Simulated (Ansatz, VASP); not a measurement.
## Two plane-wave programs on W

The input INCAR:

```
PREC = Accurate ; ENCUT = 520
EDIFF = 1E-6 ; ISMEAR = 0
SIGMA = 0.05 ; LREAL = False
LASPH = True ; NELM = 100
ALGO = Normal ; ISIF = 2
LWAVE = False ; LCHARG = False
GGA = PE ; NBANDS = 13
```

File KPOINTS:

```
regular mesh
0
Gamma
  8 8 8
```

POSCAR

```
W
1.0
    0.0000000000      2.0480239736      2.0480239736
    2.0480239736      0.0000000000      2.0480239736
    2.0480239736      2.0480239736      0.0000000000
W
1
Direct
    0.0000000000      0.0000000000      0.0000000000
```

Input for Ansatz:

```yaml
crystal:
  lattice:
    - [0.0, 2.0480239736, 2.0480239736]
    - [2.0480239736, 0.0, 2.0480239736]
    - [2.0480239736, 2.0480239736, 0.0]
  atoms:
    - { symbol: W, position: [0.0, 0.0, 0.0] }
basis:
  ecutwfc: 600
  ecutrho_ratio: 5
kpoints:
  mp_grid: { grid: [8, 8, 8] }
hamiltonian:
  xc: pbe
scf:
  occupations: { method: gaussian, width: 0.05 }
output:
  forces: true
  stress: true
  eigenvalues: true
```

Alike in both runs: task single point; functional PBE; k mesh 8 × 8 × 8; occupations gaussian, width 0.05 eV; no spin polarisation.

|  | VASP | Ansatz |
| --- | --- | --- |
| version | VASP 6.6.1 | Ansatz 0.2.0 |
| potentials or method | VASP PAW PBE potentials, release 64 (W_sv), cutoff 520 eV | scalar-relativistic, plane waves, PAW |
| valence electrons in the cell | 14 | 14 |

|  | VASP | Ansatz | Ansatz less VASP |
| --- | --- | --- | --- |
| gap on the k mesh at the Fermi level (eV) | none | none | - |
| pressure (GPa) | -10.8 | -11.1 | -0.31 |

A gap of «none» marks a metal or a gap that the smearing closes.

Spin-orbit coupling is off throughout.
